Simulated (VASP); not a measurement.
# Mg5ZrN2: single point with PBE

Crystal: Mg5ZrN2.

```
CELL_PARAMETERS angstrom
3.56424 0.00000 0.00000
0.00000 3.56424 0.00000
0.00000 0.00000 10.04766
ATOMIC_POSITIONS crystal
Mg 0.00000 0.50000 0.22610
Mg 0.50000 0.00000 0.77390
Mg 0.50000 0.00000 0.22610
Mg 0.00000 0.50000 0.77390
Mg 0.50000 0.50000 0.00000
Zr 0.00000 0.00000 0.50000
N 0.00000 0.00000 0.00000
N 0.50000 0.50000 0.50000
```

```
Program                : VASP 6.6.1
Task                   : single point
Functional             : PBE
Potentials or basis    : VASP PAW PBE potentials, release 64 (Mg, Zr_sv, N)
Cutoff                 : 600 eV
k mesh                 : 4 × 4 × 2
Occupations            : gaussian, width 0.2 eV
Spin                   : no spin polarisation
Dipole correction      : no
Further INCAR settings : ALGO = Normal; EDIFF = 1e-06; NBANDS = 26
```

```yaml
Pressure: 0.1 GPa
Largest_force: 0.007 eV/Å
Band_gap_on_the_k_mesh: zero (band 16 reaches 5.12 eV, above the bottom of band 17 at 4.15 eV)
```

Forces on the atoms (eV/Å):
```
Mg   0.000  0.000  0.007
Mg   0.000  0.000 -0.007
Mg   0.000  0.000  0.007
Mg   0.000  0.000 -0.007
Mg   0.000  0.000  0.000
Zr   0.000  0.000  0.000
N    0.000  0.000  0.000
N    0.000  0.000  0.000
```

Stress tensor (GPa, compression positive):
```
-0.10  0.00  0.00
 0.00 -0.10  0.00
 0.00  0.00  0.39
```

Levels at points of the mesh, in eV from the Fermi level:
| k point | band 14 | band 15 | band 16 | band 17 | band 18 | band 19 |
| --- | --- | --- | --- | --- | --- | --- |
| (0.00, 0.00, 0.00) | -1.34 | -0.98 | -0.38 | 1.21 | 1.21 | 1.80 |
| (0.50, 0.00, 0.00) | -1.73 | -1.01 | -0.82 | 1.02 | 1.67 | 1.87 |
| (0.50, 0.50, 0.00) | -1.73 | -1.37 | -1.37 | -0.55 | 0.67 | 1.55 |
| (0.00, 0.00, 0.50) | -1.35 | -0.98 | 0.20 | 0.76 | 1.23 | 1.23 |
| (0.50, 0.00, 0.50) | -1.40 | -1.01 | -0.48 | 1.65 | 1.67 | 1.94 |
| (0.50, 0.50, 0.50) | -1.26 | -1.15 | -1.15 | -0.71 | -0.68 | 0.51 |

Wall time 57 s on 1 thread of Intel(R) Xeon(R) Platinum 8488C (Sapphire Rapids), on a shared host, peak memory 0.26 GiB.

Caveat: the k points lie up to 0.44 Å⁻¹ apart.
